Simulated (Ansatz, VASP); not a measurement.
## One calculation of GaCo, two programs

File INCAR:

```
SYSTEM = GaCo
  PREC = Accurate
  ENCUT = 520
  EDIFF = 1E-7
  ISMEAR = -1
  SIGMA = 0.05
  LREAL = .False.
  LASPH = .True.
  NELM = 150
  ALGO = Normal
  ISIF = 2
  LWAVE = .False.
  LCHARG = .False.
  ISPIN = 2
  MAGMOM = 0 1.5
  LORBIT = 11
  NUPDOWN = 1.5
  LMAXMIX = 4
  GGA = PE
  NBANDS = 22
```

Contents of KPOINTS:

```
regular mesh
0
Gamma
  8 8 8
  0 0 0
```

The input POSCAR:

```
GaCo
1.0
    2.8780000000      0.0000000000      0.0000000000
    0.0000000000      2.8780000000      0.0000000000
    0.0000000000      0.0000000000      2.8780000000
Ga Co
1 1
Direct
    0.5000000000      0.5000000000      0.5000000000
    0.0000000000      0.0000000000      0.0000000000
```

input.yaml

```yaml
crystal:
  lattice:
    - [2.878, 0.0, 0.0]
    - [0.0, 2.878, 0.0]
    - [0.0, 0.0, 2.878]
  atoms:
    - { symbol: Ga, position: [0.5, 0.5, 0.5] }
    - { symbol: Co, position: [0.0, 0.0, 0.0], spin: 1.5 }
hamiltonian:
  xc: pbe
  pseudopotentials: { kind: paw }
magnetization:
  spin_polarized: true
  initial_magnetization: 1.5
  spin_locking: { lock_magnetization: hard }
kpoints:
  mp_grid: { grid: [8, 8, 8] }
scf:
  occupations: { method: fermi_dirac, width: 0.05 }
  lower_state_search: "off"
output:
  forces: true
  stress: true
  eigenvalues: true
```

Alike in both runs: task single point; functional PBE; k mesh 8 × 8 × 8; occupations fermi-dirac, width 0.05 eV; collinear spin; fixed moment 1.5 μB.

|  | VASP | Ansatz |
| --- | --- | --- |
| version | VASP 6.6.1 | Ansatz 0.2.0 |
| potentials or method | VASP PAW PBE potentials, release 64 (Ga_d, Co) | Ansatz PAW |
| plane-wave cutoff (eV) | 520 | 420 |
| valence electrons in the cell | 22 | 30 |

```tsv
	VASP	Ansatz	Ansatz less VASP
pressure (GPa)	10.2	10.0	-0.19
net moment per atom (μB)	0.75	0.75	0.000
size of the moment on the site where the two differ most (μB)	0.03	0.02	-0.011
```

Site moments also hang on the region over which each program counts them. VASP's potentials hold 22 valence electrons a cell and Ansatz's 30, so a difference there can come from the potentials and not from the codes.
